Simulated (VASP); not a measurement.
A run of VASP 6.6.1:

File INCAR:

```
SYSTEM = MgO
ALGO = Normal ; EDIFF = 1E-6
ENCUT = 600 ; GGA = PE
GGA_COMPAT = .False. ; ISIF = 2
ISMEAR = -1 ; LASPH = .True.
LCHARG = .False. ; LREAL = .False.
LWAVE = .False. ; NBANDS = 26
NELM = 120 ; PREC = Accurate
SIGMA = 0.1
```

KPOINTS

```
k-points
0
Gamma
  2 2 2
  0 0 0
```

POSCAR

```
MgO
1.0
    4.2542986000      0.0000000000      0.0000000000
    0.0000000000      4.2542986000      0.0000000000
    0.0000000000      0.0000000000      4.2542986000
Mg O
4 4
Direct
    0.5000000000      0.5000000000      0.0000000000
    0.0000000000      0.0000000000      0.0000000000
    0.5000000000      0.0000000000      0.5000000000
    0.0000000000      0.5000000000      0.5000000000
    0.5000000000      0.0000000000      0.0000000000
    0.0000000000      0.5000000000      0.0000000000
    0.5000000000      0.5000000000      0.5000000000
    0.0000000000      0.0000000000      0.5000000000
```

Potentials or basis: VASP PAW PBE potentials, release 64 (Mg, O).

Launch:

```sh
$ cat potpaw_PBE.64/Mg/POTCAR potpaw_PBE.64/O/POTCAR > POTCAR
$ mpirun -np 1 vasp_std > vasp.out
```

Hardware: 1 thread of AMD EPYC 7R13 (shared host).

Problem. How long does it take, and how much memory?

Solution. Run time: 31 s on 1 thread of AMD EPYC 7R13, with other jobs on the host, peak memory 0.17 GiB. Counts: scf iterations 12, k points 4.
